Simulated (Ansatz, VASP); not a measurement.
One calculation of W3C, two programs

File INCAR:

```
SYSTEM = W3C
  PREC = Accurate
  ENCUT = 520
  EDIFF = 1E-7
  ISMEAR = 0
  SIGMA = 0.1
  LREAL = .False.
  LASPH = .True.
  NELM = 80
  ALGO = Normal
  ISIF = 2
  LWAVE = .False.
  LCHARG = .False.
  GGA = PE
  NBANDS = 31
```

Contents of KPOINTS:

```
Automatic mesh
0
Gamma
  8 8 8
  0 0 0
```

POSCAR

```
W3C
1.0
   -1.8420534521      1.8420534521      4.1147168022
    1.8420534521     -1.8420534521      4.1147168022
    1.8420534521      1.8420534521     -4.1147168022
W C
3 1
Direct
    0.5000000000      0.5000000000      0.0000000000
    0.2500000000      0.7500000000      0.5000000000
    0.7500000000      0.2500000000      0.5000000000
    0.0000000000      0.0000000000      0.0000000000
```

Input for Ansatz:

```yaml
crystal:
  lattice:
    - [-1.8420534521, 1.8420534521, 4.1147168022]
    - [1.8420534521, -1.8420534521, 4.1147168022]
    - [1.8420534521, 1.8420534521, -4.1147168022]
  atoms:
    - { symbol: W, position: [0.5, 0.5, 0.0] }
    - { symbol: W, position: [0.25, 0.75, 0.5] }
    - { symbol: W, position: [0.75, 0.25, 0.5] }
    - { symbol: C, position: [0.0, 0.0, 0.0] }
basis:
  ecutwfc: 420
kpoints:
  mp_grid: { grid: [8, 8, 8] }
hamiltonian:
  xc: pbe
scf:
  occupations: { method: gaussian, width: 0.1 }
  lower_state_search: "off"
output:
  forces: true
  stress: true
  eigenvalues: true
```

Alike in both runs: task single point; functional PBE; k mesh 8 × 8 × 8; occupations gaussian, width 0.1 eV; no spin polarisation.

|  | VASP | Ansatz |
| --- | --- | --- |
| version | VASP 6.6.1 | Ansatz 0.2.0 |
| potentials or method | VASP PAW PBE potentials, release 64 (W_sv, C), cutoff 520 eV | scalar-relativistic, plane waves, PAW |
| valence electrons in the cell | 46 | 46 |

```tsv
	VASP	Ansatz	Ansatz less VASP
gap on the k mesh at the Fermi level (eV)	none	none	-
pressure (GPa)	0.9	0.1	-0.80
traceless stress, the component that is largest in VASP (GPa)	8.06	8.27	+0.212
```

A gap of «none» marks a metal or a gap that the smearing closes. The functional is the same, so the differences come from potentials, cutoffs and numerics.

Spin-orbit coupling is off throughout.
